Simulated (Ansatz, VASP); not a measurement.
**One calculation of HfO2, two programs**

```xyz
12
Lattice="5.2938 0.0000 0.0000 0.0000 5.0692 0.0000 0.0000 0.0000 5.1010" Properties=species:S:1:pos:R:3 pbc="T T T"
Hf    0.1727    1.3499    1.2242
Hf    2.4742    1.3499    3.7746
Hf    2.8196    3.7194    1.2242
Hf    5.1211    3.7194    3.7746
O     1.9343    0.3427    1.9544
O     0.7126    0.3427    4.5049
O     3.8602    2.3461    2.4988
O     4.0806    2.3461    5.0492
O     1.4336    2.7231    5.0492
O     1.2133    2.7231    2.4988
O     4.5812    4.7266    1.9544
O     3.3595    4.7266    4.5049
```

Alike in both runs: functional PBE; k mesh 4 × 6 × 6; occupations gaussian, width 0.02 eV; no spin polarisation.

Ansatz relaxed the structure, and its values are those at the end. VASP's run is a single point on that final structure, the one shown.

|  | VASP | Ansatz |
| --- | --- | --- |
| version | VASP 6.6.1 | Ansatz 0.2.0 |
| potentials or method | VASP PAW PBE potentials, release 64 (Hf_pv, O), cutoff 520 eV | scalar-relativistic, plane waves, PAW |
| valence electrons in the cell | 88 | 152 |

|  | VASP | Ansatz | Ansatz less VASP |
| --- | --- | --- | --- |
| gap on the k mesh at the Fermi level (eV) | 4.32 | 4.37 | +0.047 |
| least direct gap on the mesh (eV) | 4.57 | 4.62 | +0.041 |
| pressure (GPa) | -3.1 | 0.0 | +3.15 |
| rms of the force components (eV/Å) | 0.026 | 0.001 | -0.0249 |

The functional is the same, so the differences come from potentials, cutoffs and numerics. VASP's potentials hold 88 valence electrons a cell and Ansatz's 152, so a difference there can come from the potentials and not from the codes.

Spin-orbit coupling is off throughout.
